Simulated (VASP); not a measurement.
# H3ClO in VASP: notebook, part 2 of 2

VASP 6.6.1. Earlier steps stand in the parts before.

**3. Single point, PBE+D3(BJ)**

The input, INCAR:

```
PREC     = Accurate       # precision mode
ENCUT    = 520            # plane-wave cutoff, eV
EDIFF    = 1E-7           # SCF threshold, eV
ISMEAR   = -1             # smearing method
SIGMA    = 0.02           # smearing width, eV
LREAL    = Auto         
LASPH    = T              # aspherical terms in the spheres
NELM     = 80             # most SCF steps
ALGO     = Normal         # electronic algorithm
ISIF     = 2              # what is computed and relaxed
LWAVE    = F              # write WAVECAR
LCHARG   = F              # write CHGCAR
GGA      = PE             # functional
IVDW     = 12             # dispersion correction
NBANDS   = 48             # bands
```

The input, KPOINTS:

```
Automatic mesh
0
Gamma
  1 1 1
```

The input, POSCAR:

```
H3ClO
1.0
    6.6312570000      0.0000000000      0.0000000000
    0.0000000000      6.6312570000      0.0000000000
    0.0000000000      0.0000000000      6.6312570000
O H Cl
4 12 4
Direct
    0.8059105536      0.9649452585      0.1623674064
    0.3386537424      0.3423634463      0.3141938248
    0.2746839702     -0.0104203472      0.0253194832
   -0.0200112890      0.7390906430      0.8289378620
    0.8368247528      0.8246098741      0.1617792826
    0.6737636620      0.9815484455      0.2097641518
    0.4120787356      0.4446969858      0.2281920306
    0.3011495407      0.2445086957      0.2055266445
    0.2462127467     -0.0990611584      0.1256473697
    0.1929347633     -0.0766370539     -0.0716907820
    0.0306276774      0.7838634515      0.6985251816
   -0.0110838714      0.6030530863      0.8067097988
    0.7862461069      0.0394947745      0.9981214723
    1.1805001676      0.4246404566      0.3354869220
    0.6097486495      0.9340461394      0.6388079967
    0.5363085762      0.4052776118      0.8752337604
    0.7046778612      0.1545408359      0.8110830269
    0.9697256493      0.5459447583      0.3610175265
    0.4920786512      0.8483610272      0.4883538671
    0.5145781561      0.5815488677      0.9811865232
```

Potentials or basis: VASP PAW PBE potentials, release 64 (O, H, Cl).

The run is started by

```console
$ cat potpaw_PBE.64/O/POTCAR potpaw_PBE.64/H/POTCAR potpaw_PBE.64/Cl/POTCAR > POTCAR
$ mpirun -np 1 vasp_gam > vasp.out
```

OUTCAR:

```text
PREC = Accurate
   ENCUT = 520
   EDIFF = 1E-7
   ISMEAR = -1
   LREAL = Auto
   LASPH = T
   NELM = 80
   ISIF = 2
   GGA = PE
   IVDW = 12
 IVDW          = 12

 ion  position               nearest neighbor table
   1  0.806  0.965  0.162-   6 0.94   5 0.95  13 1.20
   2  0.339  0.342  0.314-   8 1.00   7 1.01  14 1.19
   3  0.275  0.990  0.025-   9 0.91  10 0.95
   4  0.980  0.739  0.829-  12 0.92  11 0.97
[... 276 lines left out ...]
  -------------------------------------------------------------------------------------
  Total       2.51646     5.48709     3.37837     0.03388    -2.74117    -1.99704
  in kB      13.82653    30.14847    18.56224     0.18613   -15.06120   -10.97262
  external pressure =       20.85 kB  Pullay stress =        0.00 kB

 VOLUME and BASIS-vectors are now :
 -----------------------------------------------------------------------------
  energy-cutoff  :      520.00
  volume of cell :      291.60
      direct lattice vectors                 reciprocal lattice vectors
     6.631257000  0.000000000  0.000000000     0.150800972  0.000000000  0.000000000
     0.000000000  6.631257000  0.000000000     0.000000000  0.150800972  0.000000000
     0.000000000  0.000000000  6.631257000     0.000000000  0.000000000  0.150800972

 POSITION                                       TOTAL-FORCE (eV/Angst)
 -----------------------------------------------------------------------------------
      5.34420      6.39880      1.07670         1.713091      1.725441     -1.195942
      2.24570      2.27030      2.08350        -0.566439     -0.081989     -1.019095
      1.82150      6.56216      0.16790         1.339757      3.002908     -1.473597
      6.49856      4.90110      5.49690         0.271349      3.453677      0.050066
      5.54920      5.46820      1.07280         0.492138     -1.737468      0.007837
      4.46790      6.50890      1.39100        -2.143978     -0.003909      1.402143
[... 12 lines left out ...]
      3.26310      5.62570      3.23840         0.289011      0.112813      0.600126
      3.41230      3.85640      6.50650        -0.077571     -0.606345     -0.652942
 -----------------------------------------------------------------------------------
    total drift:                                0.000291      0.002856      0.001333

  FREE ENERGIE OF THE ION-ELECTRON SYSTEM (eV)
  ---------------------------------------------------
  free  energy   TOTEN  =       -83.4009285555 eV

  energy  without entropy=      -83.4009285555  energy(sigma->0) =      -83.40092856
```

OSZICAR:

```text
N       E                     dE             d eps       ncg     rms          rms(c)
DAV:   1     0.567881185342E+03    0.56788E+03   -0.32320E+04    96   0.120E+03
DAV:   2    -0.240629288643E+02   -0.59194E+03   -0.54754E+03   120   0.272E+02
DAV:   3    -0.875046751263E+02   -0.63442E+02   -0.62972E+02   120   0.989E+01
DAV:   4    -0.886598830142E+02   -0.11552E+01   -0.11522E+01   120   0.151E+01
DAV:   5    -0.886817908087E+02   -0.21908E-01   -0.21894E-01   112   0.206E+00    0.182E+01
DAV:   6    -0.825502096895E+02    0.61316E+01   -0.18649E+01   112   0.197E+01    0.851E+00
DAV:   7    -0.824227281400E+02    0.12748E+00   -0.12653E+00   120   0.478E+00    0.536E+00
DAV:   8    -0.823840639178E+02    0.38664E-01   -0.28019E-01   120   0.267E+00    0.786E-01
DAV:   9    -0.823810274959E+02    0.30364E-02   -0.36537E-02   128   0.107E+00    0.334E-01
DAV:  10    -0.823834059300E+02   -0.23784E-02   -0.11845E-02   112   0.473E-01    0.212E-01
DAV:  11    -0.823833726299E+02    0.33300E-04   -0.55728E-04   112   0.140E-01    0.125E-01
DAV:  12    -0.823835618930E+02   -0.18926E-03   -0.50508E-04   120   0.126E-01    0.306E-02
DAV:  13    -0.823835485591E+02    0.13334E-04   -0.59399E-05   120   0.400E-02    0.173E-02
DAV:  14    -0.823835411850E+02    0.73740E-05   -0.13802E-05   112   0.178E-02    0.714E-03
DAV:  15    -0.823835384007E+02    0.27844E-05   -0.22076E-06   144   0.996E-03    0.322E-03
DAV:  16    -0.823835377582E+02    0.64251E-06   -0.10706E-06   112   0.555E-03    0.141E-03
DAV:  17    -0.823835377153E+02    0.42895E-07   -0.18659E-07   112   0.240E-03
   1 F= -.83400929E+02 E0= -.83400929E+02  d E =-.108475E-11
```

stdout:

```text
POSCAR found type information on POSCAR O H Cl
 POSCAR found :  3 types and      20 ions
 scaLAPACK will be used
 LDA part: xc-table for (Slater+PW92), standard interpolation
 POSCAR, INCAR and KPOINTS ok, starting setup
 FFT: planning ... GRIDC
 FFT: planning ... GRID_SOFT
 FFT: planning ... GRID
 WAVECAR not read
 entering main loop
```

It took 27 s on 1 thread of AMD EPYC 7R13 (Zen 3), shared host; peak memory 0.29 GiB.

Results:

```yaml
Free_energy: -83.4009 eV
Pressure: 2.1 GPa
Largest_force: 4.519 eV/Å
Band_gap_on_the_k_mesh: 4.65 eV
Dispersion_energy_per_atom: -0.051 eV
```

Forces in eV/Å, atoms in the order of the input:
```
O    1.713  1.725 -1.196
O   -0.566 -0.082 -1.019
O    1.340  3.003 -1.474
O    0.271  3.454  0.050
H    0.492 -1.737  0.008
H   -2.144 -0.004  1.402
H    0.169 -0.096  0.295
H    0.081 -0.357  0.360
H   -0.471 -2.441  3.774
H   -0.900 -0.304 -1.748
H   -0.218  0.377 -0.254
H    0.010 -3.761 -0.096
H    0.033 -0.258  0.341
H   -0.189  0.216  0.298
H   -0.617 -0.036 -0.650
H    0.239  0.614  0.626
Cl   0.241  0.220 -0.587
Cl   0.304 -0.040 -0.079
Cl   0.289  0.113  0.600
Cl  -0.078 -0.606 -0.653
```

Caveat: the k points lie up to 0.95 Å⁻¹ apart.
